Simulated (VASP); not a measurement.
# Al16N15 (a cell with a defect) in VASP: single point with PBE

Aim: the single point of Al16N15 (a cell with a defect) with PBE.

All numbers are computed with VASP 6.6.1; they aren't measurements. Logs are shortened: lines on timing, memory, paths and dates and some standing lists are left out, and cuts for length are marked.

## (1) The cell of the first run

The cell holds a defect, 31 atoms: a = 7.627 Å, b = 7.627 Å, c = 7.627 Å, α = 109.47°, β = 109.47°, γ = 109.47°.

## (2) Single point, PBE (atoms taken out, then relaxed in part)

Contents of INCAR:

```
SYSTEM = Al16N15
ALGO = Normal ; EDIFF = 1E-6
ENCUT = 520 ; GGA = PE
ISIF = 2 ; ISMEAR = 0
LASPH = .True. ; LCHARG = .False.
LREAL = Auto ; LWAVE = .False.
NBANDS = 82 ; NELECT = 122.0
NELM = 60 ; PREC = Accurate
SIGMA = 0.01
```

Contents of KPOINTS:

```
Automatic mesh
0
Gamma
  4 4 4
  0.5 0.5 0.5
```

Contents of POSCAR:

```
Al16N15
1.0
   -4.4031742015     -4.4031742015      4.4031742015
    4.4031742015     -4.4031742015     -4.4031742015
    4.4031742015      4.4031742015      4.4031742015
Al N
16 15
Direct
    0.2500000000      0.0073929565      0.7500000000
    0.0009201203      0.0005571228      0.0005571228
    0.5073929565      0.7500000000      0.7500000000
    0.2500000000      0.7500000000      0.0073929565
   -0.0005571228      0.7500000000      0.2503629975
    0.7496370025     -0.0009201203      0.2496370025
    0.5005571228      0.0005571228      0.5009201203
   -0.0005571228      0.2503629975      0.7500000000
    0.7503629975      0.4994428772      0.7500000000
    0.5005571228      0.5009201203      0.0005571228
    0.2500000000      0.4994428772      0.2503629975
   -0.0073929565      0.4926070435      0.4926070435
    0.7503629975      0.7500000000      0.4994428772
    0.7496370025      0.2496370025     -0.0009201203
    0.4990798797      0.2496370025      0.2496370025
    0.2500000000      0.2503629975      0.4994428772
    0.0001612863      0.7500000000     -0.0010064885
    0.4989935115      0.5001612863      0.7500000000
    0.2500000000      0.5001612863     -0.0010064885
    0.0010064885      0.5010064885      0.2511677748
    0.7500000000      0.7500000000      0.2500000000
    0.4989935115      0.7500000000      0.5001612863
    0.0001612863     -0.0010064885      0.7500000000
    0.7500000000      0.2500000000      0.7500000000
    0.4998387137      0.2488322252     -0.0001612863
    0.2500000000      0.2500000000      0.2500000000
    0.0010064885      0.2511677748      0.5010064885
    0.7511677748      0.5010064885      0.5010064885
    0.7488322252     -0.0001612863     -0.0001612863
    0.4998387137     -0.0001612863      0.2488322252
    0.2500000000     -0.0010064885      0.5001612863
```

Potentials or basis: VASP PAW PBE potentials, release 64 (Al, N).

Started as:

```bash
cat potpaw_PBE.64/Al/POTCAR potpaw_PBE.64/N/POTCAR > POTCAR
mpirun -np 1 vasp_std > vasp.out
```

OUTCAR:

```text
SYSTEM = Al16N15
   EDIFF = 1E-6
   ENCUT = 520
   GGA = PE
   ISIF = 2
   ISMEAR = 0
   LASPH = .True.
   LREAL = Auto
   NELECT = 122.0
   NELM = 60
   PREC = Accurate

 ion  position               nearest neighbor table
   1  0.250  0.007  0.750-  23 1.89  25 1.89  31 1.89  16 3.07   8 3.07  10 3.07   2 3.11   7 3.11
                             5 3.11  13 3.11  14 3.11  15 3.11   4 3.21   3 3.21  12 3.21
   2  0.001  0.001  0.001-  26 1.90  23 1.91  17 1.91  29 1.92   3 3.07  15 3.10  11 3.11  16 3.11
                             4 3.11   1 3.11   8 3.12   5 3.12   6 3.12  14 3.12  13 3.12   9 3.12
   3  0.507  0.750  0.750-  18 1.89  22 1.89  29 1.89  13 3.07   9 3.07   2 3.07   7 3.11  10 3.11
                            14 3.11   6 3.11  11 3.11  16 3.11   4 3.21   1 3.21  12 3.21
   4  0.250  0.750  0.007-  17 1.89  19 1.89  30 1.89  11 3.07   5 3.07   7 3.07   2 3.11  10 3.11
                            15 3.11   6 3.11   8 3.11   9 3.11   3 3.21   1 3.21  12 3.21
   5  0.999  0.750  0.250-  21 1.90  20 1.91  31 1.91  17 1.92   4 3.07  13 3.10   6 3.11  10 3.11
                            12 3.11   1 3.11   9 3.12  14 3.12   2 3.12  16 3.12   7 3.12  11 3.12
   6  0.750  0.999  0.250-  21 1.90  29 1.91  30 1.91  27 1.92  12 3.07  10 3.10   5 3.11  13 3.11
                             3 3.11   4 3.11  16 3.12   8 3.12   7 3.12   2 3.12  14 3.12  15 3.12
   7  0.501  0.001  0.501-  24 1.90  31 1.91  22 1.91  30 1.92   4 3.07  14 3.10   9 3.11   8 3.11
                             1 3.11   3 3.11  13 3.12  16 3.12  15 3.12   6 3.12  11 3.12   5 3.12
   8  0.999  0.250  0.750-  24 1.90  19 1.91  27 1.91  23 1.92   1 3.07   9 3.10  14 3.11   7 3.11
                            12 3.11   4 3.11  11 3.12   2 3.12   6 3.12  13 3.12  10 3.12  16 3.12
   9  0.750  0.499  0.750-  24 1.90  17 1.91  28 1.91  18 1.92   3 3.07   8 3.10  14 3.11   7 3.11
[... 16 lines left out ...]
  18  0.499  0.500  0.750-   3 1.89  10 1.91  16 1.91   9 1.92
  19  0.250  0.500  0.999-   4 1.89  10 1.91   8 1.91  11 1.92
  20  0.001  0.501  0.251-  12 1.89  11 1.91   5 1.91  14 1.92
  21  0.750  0.750  0.250-   6 1.90  10 1.90   5 1.90  13 1.90
  22  0.499  0.750  0.500-   3 1.89   7 1.91  11 1.91  13 1.92
  23  0.000  0.999  0.750-   1 1.89   2 1.91  13 1.91   8 1.92
  24  0.750  0.250  0.750-  14 1.90   7 1.90   9 1.90   8 1.90
  25  0.500  0.249  1.000-   1 1.89  15 1.91  14 1.91  10 1.92
  26  0.250  0.250  0.250-  15 1.90   2 1.90  11 1.90  16 1.90
  27  0.001  0.251  0.501-  12 1.89  16 1.91   8 1.91   6 1.92
  28  0.751  0.501  0.501-  12 1.89  13 1.91   9 1.91  15 1.92
  29  0.749  1.000  1.000-   3 1.89   6 1.91  14 1.91   2 1.92
  30  0.500  1.000  0.249-   4 1.89   6 1.91  15 1.91   7 1.92
  31  0.250  0.999  0.500-   1 1.89   7 1.91   5 1.91  16 1.92

  LATTYP: Found a body centered cubic cell.
 ALAT       =     8.8063484030

  Lattice vectors:

 A1 = (  -4.4031742015,  -4.4031742015,   4.4031742015)
 A2 = (   4.4031742015,  -4.4031742015,  -4.4031742015)
 A3 = (   4.4031742015,   4.4031742015,   4.4031742015)

Analysis of symmetry for initial positions (statically):
=====================================================================
 Subroutine PRICEL returns:
 Original cell was already a primitive cell.

 Routine SETGRP: Setting up the symmetry group for a
 body centered cubic supercell.

 Subroutine GETGRP returns: Found 24 space group operations
 (whereof  2 operations were pure point group operations)
 out of a pool of 48 trial point group operations.

The static configuration has the point symmetry C_1h.
 The point group associated with its full space group is T_d .

Analysis of symmetry for dynamics (positions and initial velocities):
=====================================================================
 Subroutine PRICEL returns:
 Original cell was already a primitive cell.

 Routine SETGRP: Setting up the symmetry group for a
 body centered cubic supercell.

 Subroutine GETGRP returns: Found 24 space group operations
 (whereof  2 operations were pure point group operations)
 out of a pool of 48 trial point group operations.

The dynamic configuration has the point symmetry C_1h.
 The point group associated with its full space group is T_d .

 Subroutine INISYM returns: Found 24 space group operations
 (whereof  2 operations are pure point group operations),
 and found     1 'primitive' translations

----------------------------------------------------------------------------------------

                                     Primitive cell

  volume of cell :     341.4740

  direct lattice vectors                    reciprocal lattice vectors
    -4.403174201 -4.403174201  4.403174201     0.000000000 -0.113554444  0.113554444
[... 82 lines left out ...]

  Cartesian coordinates                     Fractional coordinates (reciprocal lattice)
     0.000000000 -0.028388611  0.028388611     0.250000000  0.000000000  0.000000000
     0.028388611 -0.028388611  0.000000000     0.000000000  0.250000000  0.000000000
     0.028388611  0.000000000  0.028388611     0.000000000  0.000000000  0.250000000

  Length of vectors
     0.040147559  0.040147559  0.040147559

  Shift w.r.t. Gamma in fractional coordinates (k-lattice)
     0.500000000  0.500000000  0.500000000

 Subroutine IBZKPT returns following result:
 ===========================================

 Found      6 irreducible k-points:

 Following reciprocal coordinates:
            Coordinates               Weight
  0.125000  0.125000  0.125000      8.000000
  0.375000  0.125000  0.125000     12.000000
 -0.125000  0.125000  0.125000      6.000000
 -0.375000  0.375000  0.125000     24.000000
 -0.375000 -0.375000  0.125000      8.000000
 -0.375000  0.375000  0.375000      6.000000
   k-points           NKPTS =      6   k-points in BZ     NKDIM =      6   number of bands    NBANDS=     82
   number of dos      NEDOS =    301   number of ions     NIONS =     31
   total plane-waves  NPLWV = 216000
   dimension x,y,z NGX =    60 NGY =   60 NGZ =   60
   dimension x,y,z NGXF=   120 NGYF=  120 NGZF=  120
   ions per type =              16  15
   NGX,Y,Z   is equivalent  to a cutoff of  13.08, 13.08, 13.08 a.u.
   NGXF,Y,Z  is equivalent  to a cutoff of  26.16, 26.16, 26.16 a.u.
 SYSTEM =  Al16N15
   PREC   = accura    normal or accurate (medium, high low for compatibility)
   ISTART =      0    job   : 0-new  1-cont  2-samecut
   ICHARG =      2    charge: 1-file 2-atom 10-const
   ISPIN  =      1    spin polarized calculation?
   LNONCOLLINEAR =      F non collinear calculations
   LSORBIT =      F    spin-orbit coupling
   LASPH  =      T    aspherical Exc in radial PAW
   ENCUT  =  520.0 eV  38.22 Ry    6.18 a.u.  14.18 14.18 14.18*2*pi/ulx,y,z
   NELM   =     60;   NELMIN=  2; NELMDL= -5     # of ELM steps
   EDIFF  = 0.1E-05   stopping-criterion for ELM
   LREAL  =      T    real-space projection
   EDIFFG = 0.1E-04   stopping-criterion for IOM
   NSW    =      0    number of steps for IOM
   IBRION =     -1    ionic relax: 0-MD 1-quasi-New 2-CG
   NFREE  =      0    steps in history (QN), initial steepest desc. (CG)
   ISIF   =      2    stress and relaxation
   ISYM   =      2    0-nonsym 1-usesym 2-fastsym
   POTIM  = 0.5000    time-step for ionic-motion
   TEBEG  =    0.0;   TEEND  =   0.0 temperature during run
   PSTRESS=    0.0 pullay stress
   NELECT =     122.0000    total number of electrons
   NUPDOWN=      -1.0000    fix difference up-down
   EMIN   =  10.00;   EMAX   =-10.00  energy-range for DOS
   EFERMI =   0.00;   METHOD = LEGACY
   ISMEAR =     0;   SIGMA  =   0.01  broadening in eV -4-tet -1-fermi 0-gaus
   EFERMI_NEDOS =   21; number of points for ismear=-14 and -15
   IALGO  =     38    algorithm
   IMIX   =      4    mixing-type and parameters
     AMIX     =   0.40;   BMIX     =  1.00
     AMIX_MAG =   1.60;   BMIX_MAG =  1.00
  volume/ion in A,a.u.               =      11.02        74.33
  Fermi-wavevector in a.u.,A,eV,Ry     =   1.161651  2.195202 18.360143  1.349432
  Thomas-Fermi vector in A             =   2.298220
   LORBIT       =      0    0 simple, 1 ext, 2 COOP (PROOUT), +10 PAW based schemes
   GGA     = PE    functional components
   LHFCALC =     F    Hartree Fock is set to
   AEXX    =    0.0000 exact exchange contribution
   IVDW    =     0    specifies the selected vdW correction
   LEPSILON=     F    determine dielectric tensor
   LRPA    =     F    only Hartree local field effects (RPA)
 non-spin polarized calculation
 Gauss-broadening in eV      SIGMA  =   0.01
  energy-cutoff  :      520.00
  volume of cell :      341.47
 maximum number of plane-waves:      9244
 NGX is ok and might be reduce to    60
   NGX = 29   NGY = 29   NGZ = 29

 number of electron     121.9999975 magnetization

 Free energy of the ion-electron system (eV)
  ---------------------------------------------------
  ext. energy  EPLUGINS =         0.00000000
  ---------------------------------------------------
  free energy    TOTEN  =      -232.72968864 eV

  energy without entropy =     -232.72968864  energy(sigma->0) =     -232.72968864

 E-fermi :   6.3504     XC(G=0): -10.6848

 val. band max:        6.2964788497   @ k =  -0.3750   0.3750   0.3750
 cond. band min:       9.1140170238   @ k =  -0.1250   0.1250   0.1250
 fundamental gap:      2.8175381741
 Fermi energy:         6.3504184956

 k-point     1 :       0.1250    0.1250    0.1250
  band No.  band energies     occupation
      1      -8.9452      2.00000
      2      -8.0057      2.00000
      3      -8.0057      2.00000
      4      -7.8853      2.00000
      5      -7.3181      2.00000
      6      -7.3181      2.00000
[... 445 lines left out ...]
     72      11.8105      0.00000
     73      12.2467      0.00000
 [bands above 73 left out]

------------------------ aborting loop because EDIFF is reached ----------------------------------------

  FORCE on cell =-STRESS in cart. coord.  units (eV):
  Direction    XX          YY          ZZ          XY          YZ          ZX
  --------------------------------------------------------------------------------------
  -------------------------------------------------------------------------------------
  Total      -11.1651764    -11.1651764    -11.1651764     -0.0000000      0.0000000      0.0000000
  in kB      -52.3864025    -52.3864025    -52.3864025     -0.0000000      0.0000000      0.0000000
  external PRESSURE =     -52.3864025 kB  Pullay stress =       0.0000000 kB

 VOLUME and BASIS-vectors are now :
 -----------------------------------------------------------------------------
  energy-cutoff  :      520.00
  volume of cell :      341.47
      direct lattice vectors                 reciprocal lattice vectors
    -4.403174201 -4.403174201  4.403174201     0.000000000 -0.113554444  0.113554444
     4.403174201 -4.403174201 -4.403174201     0.113554444 -0.113554444  0.000000000
     4.403174201  4.403174201  4.403174201     0.113554444  0.000000000  0.113554444

 POSITION                                       TOTAL-FORCE (eV/Angst)
 -----------------------------------------------------------------------------------
      2.23414      2.16903      4.37062         0.006234     -0.006234     -0.006234
      0.00085     -0.00405      0.00405        -0.002803     -0.001757      0.001757
      4.37062     -2.23414      2.23414        -0.006234     -0.006234      0.006234
      2.23414     -4.37062     -2.16903         0.006234      0.006234      0.006234
      0.00405     -6.60071      2.20073         0.001757      0.001757      0.002803
      2.19754     -6.60071      0.00085        -0.001757      0.001757     -0.002803
[... 23 lines left out ...]
      3.29724     -5.50769     -1.10594         0.001635     -0.005145      0.001635
      5.50025     -3.29724     -1.09565        -0.005145     -0.001635     -0.001635
 -----------------------------------------------------------------------------------
    total drift:                               -0.000017      0.000016     -0.000017

  FREE ENERGIE OF THE ION-ELECTRON SYSTEM (eV)
  ---------------------------------------------------
  free  energy   TOTEN  =      -232.7296886439 eV

  energy  without entropy=     -232.7296886439  energy(sigma->0) =     -232.72968864
```

Run time: 4.7 min. Hardware: 1 thread of Intel Xeon Platinum 8375C at 2.90GHz (Ice Lake), shared host; peak memory 0.5 GiB.

Results:

| Property | Result |
| --- | --- |
| Free energy | -232.7297 eV |
| Largest force | 0.011 eV/Å |

Forces on the atoms (eV/Å):
```
Al   0.006 -0.006 -0.006
Al  -0.003 -0.002  0.002
Al  -0.006 -0.006  0.006
Al   0.006  0.006  0.006
Al   0.002  0.002  0.003
Al  -0.002  0.002 -0.003
Al   0.002  0.003  0.002
Al   0.002 -0.003 -0.002
Al  -0.002 -0.003  0.002
Al   0.002 -0.002 -0.003
Al   0.003  0.002  0.002
Al  -0.006  0.006 -0.006
Al  -0.002 -0.002  0.003
Al  -0.002  0.003 -0.002
Al  -0.003  0.002 -0.002
Al   0.003 -0.002 -0.002
N    0.002  0.002 -0.005
N   -0.002  0.005  0.002
N   -0.005  0.002  0.002
N   -0.002 -0.005 -0.002
N    0.000  0.000  0.000
N   -0.002 -0.002 -0.005
N    0.002  0.005 -0.002
N    0.000  0.000  0.000
N    0.002 -0.002  0.005
N    0.000  0.000  0.000
N   -0.002  0.002  0.005
N    0.005  0.002 -0.002
N    0.005 -0.002  0.002
N    0.002 -0.005  0.002
N   -0.005 -0.002 -0.002
```

Caveat: the cell carries a net charge on a neutralising background, which shifts energy and pressure; the cell differs from its parent crystal (atoms taken out, then relaxed in part); the cell is charged against a uniform background, so pressure and absolute levels hang on convention.
